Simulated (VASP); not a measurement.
A run of VASP 6.6.1 is set up as follows.

File INCAR:

```
SYSTEM = FeO
PREC     = Accurate       ! precision mode
ENCUT    = 1340           ! plane-wave cutoff, eV
EDIFF    = 1E-6           ! SCF threshold, eV
ISMEAR   = -1             ! smearing method
SIGMA    = 0.05           ! smearing width, eV
LREAL    = .FALSE.        ! projectors in reciprocal space
LASPH    = .TRUE.         ! aspherical terms in the spheres
NELM     = 200            ! most SCF steps
ALGO     = Normal         ! electronic algorithm
ISIF     = 2              ! what is computed and relaxed
LWAVE    = .FALSE.        ! write WAVECAR
LCHARG   = .TRUE.         ! write CHGCAR
ISPIN    = 2              ! spin polarisation
MAGMOM   = 3 0            ! initial moments
LORBIT   = 11             ! projections on sites
LMAXMIX  = 4              ! l up to which the mixer works
GGA      = PE             ! functional
LELF     = .TRUE.         ! ELF
LVHAR    = .TRUE.       
NBANDS   = 22             ! bands
GGA_COMPAT= .FALSE.
```

Contents of KPOINTS:

```
Automatic mesh
0
G
  11 11 11
  0 0 0
```

The input POSCAR:

```
FeO
1.0
    0.0000000000      2.1837639411      2.1837639411
    2.1837639411      0.0000000000      2.1837639411
    2.1837639411      2.1837639411      0.0000000000
Fe O
1 1
Direct
    0.0000000000      0.0000000000      0.0000000000
    0.5000000000      0.5000000000      0.5000000000
```

Potentials or basis: VASP PAW PBE potentials, release 64 (Fe_sv, O_h).

Run with:

```sh
$ cat potpaw_PBE.64/Fe_sv/POTCAR potpaw_PBE.64/O_h/POTCAR > POTCAR
$ mpirun -np 1 vasp_std > vasp.out
```

Q: What does it give for the net moment?

A: 4.00 μB per cell.

Q: What does it give for the pressure?

A: -7.5 GPa.

Caveat: the cell stands under tension; a cell with one magnetic atom can't hold antiferromagnetic order, which such compounds often take.
